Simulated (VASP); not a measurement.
# H3ClO in VASP: a series of runs

H3ClO is run at these levels: PBE+D3(BJ); tasks: single point, molecular dynamics.

All numbers are computed with VASP 6.6.1; they aren't measurements. Logs are shortened: lines on timing, memory, paths and dates and some standing lists are left out, and cuts for length are marked.

**1. The cell of the first run**

The cell holds an amorphous packing of atoms, 20 atoms: a = 6.631 Å, b = 6.631 Å, c = 6.631 Å, α = 90.00°, β = 90.00°, γ = 90.00°.

**2. Single point, PBE+D3(BJ)**

File INCAR:

```
SYSTEM = H3ClO
PREC     = Accurate       ! precision mode
ENCUT    = 520            ! plane-wave cutoff, eV
EDIFF    = 1E-6           ! SCF threshold, eV
ISMEAR   = -1             ! smearing method
SIGMA    = 0.02           ! smearing width, eV
LREAL    = Auto         
LASPH    = .True.         ! aspherical terms in the spheres
NELM     = 100            ! most SCF steps
ALGO     = Normal         ! electronic algorithm
ISIF     = 2              ! what is computed and relaxed
LWAVE    = .False.        ! write WAVECAR
LCHARG   = .True.         ! write CHGCAR
GGA      = PE             ! functional
IVDW     = 12             ! dispersion correction
LELF     = .True.         ! ELF
LVHAR    = .True.       
NBANDS   = 48             ! bands
```

File KPOINTS:

```
regular mesh
0
Gamma
  1 1 1
  0 0 0
```

File POSCAR:

```
H3ClO
1.0
    6.6312570000      0.0000000000      0.0000000000
    0.0000000000      6.6312570000      0.0000000000
    0.0000000000      0.0000000000      6.6312570000
O H Cl
4 12 4
Direct
    0.8393582092      0.9785927464      0.2338621471
    0.2718489119      0.3226688394      0.2591062298
    0.2676114046      0.0007540049      0.0948085710
    0.0675437553      0.7587098494      0.8118370318
    0.8668643064      0.8231621848      0.2532400720
    0.6925534631      0.9693335668      0.2394116229
    0.3510495823      0.3850853616      0.1518113383
    0.2232155985      0.1985143993      0.1839922657
    0.2610666424     -0.1107633138      0.1961769842
    0.2492890865     -0.0730781509     -0.0245503982
    0.0543486702      0.7557541504      0.6725120139
    0.0401733789      0.6068381907      0.8220914979
    0.8601385831      0.0008143252      1.0870186452
    1.1557386480      0.4258770245      0.2743069677
    0.5393396757      0.9469245424      0.6228080136
    0.6044555354      0.3610929270      0.9005080032
    0.7403422911      0.1374400057      0.8179897115
    0.9596219842      0.6110756980      0.3472493978
    0.4370513765      0.8233733061      0.4876903429
    0.5198561902      0.5535903676      0.9529113409
```

Potentials or basis: VASP PAW PBE potentials, release 64 (O, H, Cl).

On the command line:

```console
$ cat potpaw_PBE.64/O/POTCAR potpaw_PBE.64/H/POTCAR potpaw_PBE.64/Cl/POTCAR > POTCAR
$ mpirun -np 1 vasp_gam > vasp.out
```

OUTCAR:

```text
SYSTEM = H3ClO
   PREC = Accurate
   ENCUT = 520
   EDIFF = 1E-6
   ISMEAR = -1
   LREAL = Auto
   LASPH = .True.
   NELM = 100
   ISIF = 2
   GGA = PE
   IVDW = 12
 IVDW          = 12

 ion  position               nearest neighbor table
   1  0.839  0.979  0.234-   6 0.98  13 0.99   5 1.05
   2  0.272  0.323  0.259-   7 0.98   8 1.01  14 1.04
   3  0.268  0.001  0.095-  10 0.94   9 1.00
   4  0.068  0.759  0.812-  11 0.93  12 1.03
   5  0.867  0.823  0.253-   1 1.05  18 1.66
   6  0.693  0.969  0.239-   1 0.98
   7  0.351  0.385  0.152-   2 0.98
   8  0.223  0.199  0.184-   2 1.01
   9  0.261  0.889  0.196-   3 1.00
  10  0.249  0.927  0.975-   3 0.94
  11  0.054  0.756  0.673-   4 0.93
  12  0.040  0.607  0.822-   4 1.03
  13  0.860  0.001  0.087-   1 0.99
  14  0.156  0.426  0.274-   2 1.04
  15  0.539  0.947  0.623-  19 1.39
  16  0.604  0.361  0.901-  20 1.44
  17  0.740  0.137  0.818-
  18  0.960  0.611  0.347-   5 1.66
  19  0.437  0.823  0.488-  15 1.39
  20  0.520  0.554  0.953-  16 1.44

  LATTYP: Found a simple cubic cell.
 ALAT       =     6.6312570000

  Lattice vectors:

 A1 = (   6.6312570000,   0.0000000000,   0.0000000000)
 A2 = (   0.0000000000,   6.6312570000,   0.0000000000)
 A3 = (   0.0000000000,   0.0000000000,   6.6312570000)

Analysis of symmetry for initial positions (statically):
=====================================================================
 Subroutine PRICEL returns:
 Original cell was already a primitive cell.

 Routine SETGRP: Setting up the symmetry group for a
 simple cubic supercell.

 Subroutine GETGRP returns: Found  1 space group operations
 (whereof  1 operations were pure point group operations)
 out of a pool of 48 trial point group operations.

The static configuration has the point symmetry C_1 .

Analysis of symmetry for dynamics (positions and initial velocities):
=====================================================================
 Subroutine PRICEL returns:
 Original cell was already a primitive cell.

 Routine SETGRP: Setting up the symmetry group for a
 simple cubic supercell.

 Subroutine GETGRP returns: Found  1 space group operations
 (whereof  1 operations were pure point group operations)
 out of a pool of 48 trial point group operations.

The dynamic configuration has the point symmetry C_1 .

 Subroutine INISYM returns: Found  1 space group operations
 (whereof  1 operations are pure point group operations),
 and found     1 'primitive' translations

----------------------------------------------------------------------------------------

                                     Primitive cell

  volume of cell :     291.6000

  direct lattice vectors                    reciprocal lattice vectors
     6.631257000  0.000000000  0.000000000     0.150800972  0.000000000  0.000000000
     0.000000000  6.631257000  0.000000000     0.000000000  0.150800972  0.000000000
     0.000000000  0.000000000  6.631257000     0.000000000  0.000000000  0.150800972

  length of vectors
     6.631257000  6.631257000  6.631257000     0.150800972  0.150800972  0.150800972

  position of ions in fractional coordinates (direct lattice)
     0.839358209  0.978592746  0.233862147
     0.271848912  0.322668839  0.259106230
     0.267611405  0.000754005  0.094808571
     0.067543755  0.758709849  0.811837032
     0.866864306  0.823162185  0.253240072
     0.692553463  0.969333567  0.239411623
[... 12 lines left out ...]
     0.437051377  0.823373306  0.487690343
     0.519856190  0.553590368  0.952911341

  ion indices of the primitive-cell ions
   primitive index   ion index
                 1           1
                 2           2
                 3           3
                 4           4
                 5           5
                 6           6
[... 12 lines left out ...]
                19          19
                20          20

----------------------------------------------------------------------------------------

 KPOINTS: regular mesh

Automatic generation of k-mesh.
 Grid dimensions read from file:
 generate k-points for:    1    1    1

 Generating k-lattice:

  Cartesian coordinates                     Fractional coordinates (reciprocal lattice)
     0.150800972  0.000000000  0.000000000     1.000000000  0.000000000  0.000000000
     0.000000000  0.150800972  0.000000000     0.000000000  1.000000000  0.000000000
     0.000000000  0.000000000  0.150800972     0.000000000  0.000000000  1.000000000

  Length of vectors
     0.150800972  0.150800972  0.150800972

  Shift w.r.t. Gamma in fractional coordinates (k-lattice)
     0.000000000  0.000000000  0.000000000

 Subroutine IBZKPT returns following result:
 ===========================================

 Found      1 irreducible k-points:

 Following reciprocal coordinates:
            Coordinates               Weight
  0.000000  0.000000  0.000000      1.000000
   k-points           NKPTS =      1   k-points in BZ     NKDIM =      1   number of bands    NBANDS=     48
   number of dos      NEDOS =    301   number of ions     NIONS =     20
   total plane-waves  NPLWV = 125000
   dimension x,y,z NGX =    50 NGY =   50 NGZ =   50
   dimension x,y,z NGXF=   100 NGYF=  100 NGZF=  100
   ions per type =               4  12   4
   NGX,Y,Z   is equivalent  to a cutoff of  12.54, 12.54, 12.54 a.u.
   NGXF,Y,Z  is equivalent  to a cutoff of  25.07, 25.07, 25.07 a.u.
 SYSTEM =  H3ClO
   PREC   = accura    normal or accurate (medium, high low for compatibility)
   ISTART =      0    job   : 0-new  1-cont  2-samecut
   ICHARG =      2    charge: 1-file 2-atom 10-const
   ISPIN  =      1    spin polarized calculation?
   LNONCOLLINEAR =      F non collinear calculations
   LSORBIT =      F    spin-orbit coupling
   LASPH  =      T    aspherical Exc in radial PAW
   ENCUT  =  520.0 eV  38.22 Ry    6.18 a.u.  12.33 12.33 12.33*2*pi/ulx,y,z
   NELM   =    100;   NELMIN=  2; NELMDL= -5     # of ELM steps
   EDIFF  = 0.1E-05   stopping-criterion for ELM
   LREAL  =      T    real-space projection
   EDIFFG = 0.1E-04   stopping-criterion for IOM
   NSW    =      0    number of steps for IOM
   IBRION =     -1    ionic relax: 0-MD 1-quasi-New 2-CG
   NFREE  =      0    steps in history (QN), initial steepest desc. (CG)
   ISIF   =      2    stress and relaxation
   ISYM   =      2    0-nonsym 1-usesym 2-fastsym
   POTIM  = 0.5000    time-step for ionic-motion
   TEBEG  =    0.0;   TEEND  =   0.0 temperature during run
   PSTRESS=    0.0 pullay stress
   NELECT =      64.0000    total number of electrons
   NUPDOWN=      -1.0000    fix difference up-down
   EMIN   =  10.00;   EMAX   =-10.00  energy-range for DOS
   EFERMI =   0.00;   METHOD = LEGACY
   ISMEAR =    -1;   SIGMA  =   0.02  broadening in eV -4-tet -1-fermi 0-gaus
   EFERMI_NEDOS =   21; number of points for ismear=-14 and -15
   IALGO  =     38    algorithm
   IMIX   =      4    mixing-type and parameters
     AMIX     =   0.40;   BMIX     =  1.00
     AMIX_MAG =   1.60;   BMIX_MAG =  1.00
  volume/ion in A,a.u.               =      14.58        98.39
  Fermi-wavevector in a.u.,A,eV,Ry     =   0.987504  1.866112 13.267920  0.975165
  Thomas-Fermi vector in A             =   2.118963
   LORBIT       =      0    0 simple, 1 ext, 2 COOP (PROOUT), +10 PAW based schemes
   GGA     = PE    functional components
   LHFCALC =     F    Hartree Fock is set to
   AEXX    =    0.0000 exact exchange contribution
   IVDW    =    12    specifies the selected vdW correction
   LEPSILON=     F    determine dielectric tensor
   LRPA    =     F    only Hartree local field effects (RPA)
 non-spin polarized calculation
  energy-cutoff  :      520.00
  volume of cell :      291.60
 maximum number of plane-waves:      3941
 NGX is ok and might be reduce to    50
   NGX = 25   NGY = 25   NGZ = 25

 number of electron      63.9999990 magnetization

 Free energy of the ion-electron system (eV)
  ---------------------------------------------------
  ext. energy  EPLUGINS =         0.00000000
  ---------------------------------------------------
  free energy    TOTEN  =       -82.66504623 eV

  energy without entropy =      -82.66504623  energy(sigma->0) =      -82.66504623

 E-fermi :  -2.0851     XC(G=0):  -6.7306

 val. band max:       -2.6368484758   @ k =   0.0000   0.0000   0.0000
 cond. band min:       2.0181106275   @ k =   0.0000   0.0000   0.0000
 fundamental gap:      4.6549591033
 Fermi energy:        -2.0851110351

 k-point     1 :       0.0000    0.0000    0.0000
  band No.  band energies     occupation
      1     -24.7410      2.00000
      2     -24.3931      2.00000
      3     -22.3619      2.00000
      4     -21.3714      2.00000
      5     -16.7500      2.00000
      6     -16.2677      2.00000
[... 36 lines left out ...]
     43       6.6833      0.00000
     44       6.7195      0.00000
 [bands above 44 left out]

------------------------ aborting loop because EDIFF is reached ----------------------------------------

 Edisp (eV)   -1.01658

 E8    (eV) :    -0.2640

  FORCE on cell =-STRESS in cart. coord.  units (eV):
  Direction    XX          YY          ZZ          XY          YZ          ZX
  --------------------------------------------------------------------------------------
  -------------------------------------------------------------------------------------
  Total       1.48074     0.70917     5.50059    -2.26538    -2.17969    -1.05792
  in kB       8.13585     3.89651    30.22263   -12.44700   -11.97615    -5.81267
  external pressure =       14.08 kB  Pullay stress =        0.00 kB

 VOLUME and BASIS-vectors are now :
 -----------------------------------------------------------------------------
  energy-cutoff  :      520.00
  volume of cell :      291.60
      direct lattice vectors                 reciprocal lattice vectors
     6.631257000  0.000000000  0.000000000     0.150800972  0.000000000  0.000000000
     0.000000000  6.631257000  0.000000000     0.000000000  0.150800972  0.000000000
     0.000000000  0.000000000  6.631257000     0.000000000  0.000000000  0.150800972

 POSITION                                       TOTAL-FORCE (eV/Angst)
 -----------------------------------------------------------------------------------
      5.56600      6.48930      1.55080        -0.771803      0.314181     -0.480831
      1.80270      2.13970      1.71820        -0.841981      0.550592      0.547005
      1.77460      0.00500      0.62870         0.233850     -0.528954      2.272370
      0.44790      5.03120      5.38350        -0.286019     -2.604165      2.419972
      5.74840      5.45860      1.67930         1.034863     -0.667416      0.496490
      4.59250      6.42790      1.58760        -0.861522      0.550998      0.419206
[... 12 lines left out ...]
      2.89820      5.46000      3.23400         0.926980      0.840819      0.990522
      3.44730      3.67100      6.31900         0.009579     -0.620975      0.102543
 -----------------------------------------------------------------------------------
    total drift:                                0.000893     -0.003211     -0.000208

  FREE ENERGIE OF THE ION-ELECTRON SYSTEM (eV)
  ---------------------------------------------------
  free  energy   TOTEN  =       -83.6816219166 eV

  energy  without entropy=      -83.6816219166  energy(sigma->0) =      -83.68162192
```

Wall time 29 s (1 thread of AMD EPYC 7R13 (Zen 3), shared host); peak memory 0.29 GiB.

What came out:

```
Free energy                : -83.6816 eV
Pressure                   : 1.4 GPa
Largest force              : 3.566 eV/Å
Band gap on the k mesh     : 4.65 eV
Dispersion energy per atom : -0.051 eV
```

Forces in eV/Å, atoms in the order of the input:
```
O   -0.772  0.314 -0.481
O   -0.842  0.551  0.547
O    0.234 -0.529  2.272
O   -0.286 -2.604  2.420
H    1.035 -0.667  0.496
H   -0.862  0.551  0.419
H    1.374  0.943 -0.762
H    0.009 -1.033 -0.045
H    0.091  1.004 -0.237
H   -0.693 -0.881 -2.479
H   -0.112  0.953 -3.066
H    0.411  1.749  0.788
H    0.074  0.578 -0.894
H   -0.309  0.069  0.515
H   -0.380 -0.559 -0.653
H    0.192  0.161 -0.128
Cl  -0.337  0.126 -0.030
Cl   0.238 -0.945  0.224
Cl   0.927  0.841  0.991
Cl   0.010 -0.621  0.103
```

Levels at points of the mesh, in eV from the valence-band top:
| k point | band 29 | band 30 | band 31 | band 32 | band 33 | band 34 | band 35 | band 36 |
| --- | --- | --- | --- | --- | --- | --- | --- | --- |
| (0.00, 0.00, 0.00) | -0.38 | -0.35 | -0.10 | 0.00 | 4.65 | 6.36 | 6.94 | 7.21 |

Caveat: the k points lie up to 0.95 Å⁻¹ apart.

(Continued in part 2 of 2.)
